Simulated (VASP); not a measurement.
Write the native input for VASP 6.6.1 that does the following.

- Task: single point
- Functional: PBEsol
- Potentials or basis: VASP PAW PBE potentials, release 64 (Al, N)
- Cutoff: 520 eV
- k mesh: 9 × 9 × 6
- Occupations: gaussian, width 0.05 eV
- Spin: no spin polarisation
- Dipole correction: no
- Further INCAR settings: ALGO = Normal; EDIFF = 1e-06; NBANDS = 16

The structure of AlN lies in POSCAR:

```
AlN
1.0
    3.2816000000      0.0000000000      0.0000000000
   -1.6408000000      2.8419489650      0.0000000000
    0.0000000000      0.0000000000      4.0158000000
Al N
2 2
Direct
    0.3333333333      0.6666666667      0.7500000000
    0.6666666667      0.3333333333      0.2500000000
    0.3333333333      0.6666666667      0.2500000000
    0.6666666667      0.3333333333      0.7500000000
```

One way to write it, as run:

INCAR

```
SYSTEM = AlN
ALGO     = Normal         ! electronic algorithm
EDIFF    = 1E-6           ! SCF threshold, eV
ENCUT    = 520            ! plane-wave cutoff, eV
GGA      = PS             ! functional
ISIF     = 2              ! what is computed and relaxed
ISMEAR   = 0              ! smearing method
LASPH    = .True.         ! aspherical terms in the spheres
LCHARG   = .False.        ! write CHGCAR
LREAL    = .False.        ! projectors in reciprocal space
LWAVE    = .False.        ! write WAVECAR
NBANDS   = 16             ! bands
NELM     = 100            ! most SCF steps
PREC     = Accurate       ! precision mode
SIGMA    = 0.05           ! smearing width, eV
```

KPOINTS

```
k-points
0
Gamma
  9 9 6
  0 0 0
```

Potentials or basis: VASP PAW PBE potentials, release 64 (Al, N).

Command:

```sh
$ cat potpaw_PBE.64/Al/POTCAR potpaw_PBE.64/N/POTCAR > POTCAR
$ mpirun -np 1 vasp_std > vasp.out
```

It gave:

```yaml
Pressure: 9.6 GPa
Band_gap_on_the_k_mesh: 3.70 eV
```

Caveat: the cell stands under pressure; the PAW data sets were made with another functional, which shifts forces and pressure a little; an odd mesh through Γ misses points on the zone boundary, where band edges can lie.

Run time: 16 s on 1 thread of AMD EPYC 7R13 Processor (Zen 3), with other jobs on the host, peak memory 0.12 GiB.
